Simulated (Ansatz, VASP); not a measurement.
**Be4BrF2: VASP beside Ansatz**

Contents of INCAR:

```
PREC = Accurate
ENCUT = 520
EDIFF = 1E-7
ISMEAR = 0
SIGMA = 0.1
LREAL = F
LASPH = T
NELM = 150
ALGO = Normal
ISIF = 2
LWAVE = F
LCHARG = F
ISPIN = 2
MAGMOM = 0 0 0 0 0 1 1
LORBIT = 11
GGA = PE
NBANDS = 28
```

File KPOINTS:

```
Automatic mesh
0
Gamma
  4 4 8
```

Contents of POSCAR:

```
Be4BrF2
1.0
    4.6303116700      0.0000000000      0.0000000000
    0.0000000000      4.6303116700      0.0000000000
    0.0000000000      0.0000000000      2.3151558400
Be Br F
4 1 2
Direct
    0.2500000000      0.7500000000      0.0000000000
    0.2500000000      0.2500000000      0.0000000000
    0.7500000000      0.7500000000      0.0000000000
    0.7500000000      0.2500000000      0.0000000000
    0.5000000000      0.5000000000      0.5000000000
    0.5000000000      0.0000000000      0.5000000000
    0.0000000000      0.5000000000      0.5000000000
```

Input for Ansatz:

```yaml
crystal:
  lattice:
    - [4.63031167, 0.0, 0.0]
    - [0.0, 4.63031167, 0.0]
    - [0.0, 0.0, 2.31515584]
  atoms:
    - { symbol: Be, position: [0.25, 0.75, 0.0] }
    - { symbol: Be, position: [0.25, 0.25, 0.0] }
    - { symbol: Be, position: [0.75, 0.75, 0.0] }
    - { symbol: Be, position: [0.75, 0.25, 0.0] }
    - { symbol: Br, position: [0.5, 0.5, 0.5] }
    - { symbol: F, position: [0.5, 0.0, 0.5], spin: 1.0 }
    - { symbol: F, position: [0.0, 0.5, 0.5], spin: 1.0 }
basis:
  ecutwfc: 420
kpoints:
  mp_grid: { grid: [4, 4, 8] }
hamiltonian:
  xc: pbe
scf:
  occupations: { method: gaussian, width: 0.1 }
  lower_state_search: "off"
output:
  forces: true
  stress: true
  eigenvalues: true
  populations: true
magnetization:
  spin_polarized: true
```

Change from the starting cell: ordered mixture with vacancies on the anion sites of caesium chloride (P4/mmm, No. 123).

Alike in both runs: task single point; functional PBE; k mesh 4 × 4 × 8; occupations gaussian, width 0.1 eV; collinear spin.

|  | VASP | Ansatz |
| --- | --- | --- |
| version | VASP 6.6.1 | Ansatz 0.2.0 |
| potentials or method | VASP PAW PBE potentials, release 64 (Be, Br, F), cutoff 520 eV | scalar-relativistic, plane waves, PAW |
| valence electrons in the cell | 29 | 29 |

Ansatz gave:

```
gap on the k mesh at the Fermi level (eV)                     : none
rms of the force components (eV/Å)                            : 1.761
net moment per atom (μB)                                      : 0.04
size of the moment on the site where the two differ most (μB) : 0.01
```

What did VASP give for the same quantities?

gap on the k mesh at the Fermi level (eV): none; rms of the force components (eV/Å): 1.787; net moment per atom (μB): 0.04; size of the moment on the site where the two differ most (μB): 0.04.

Site moments also hang on the region over which each program counts them. Atom by atom the forces differ by 0.026 eV/Å (rms over components). A gap of «none» marks a metal or a gap that the smearing closes. The functional is the same, so the differences come from potentials, cutoffs and numerics.
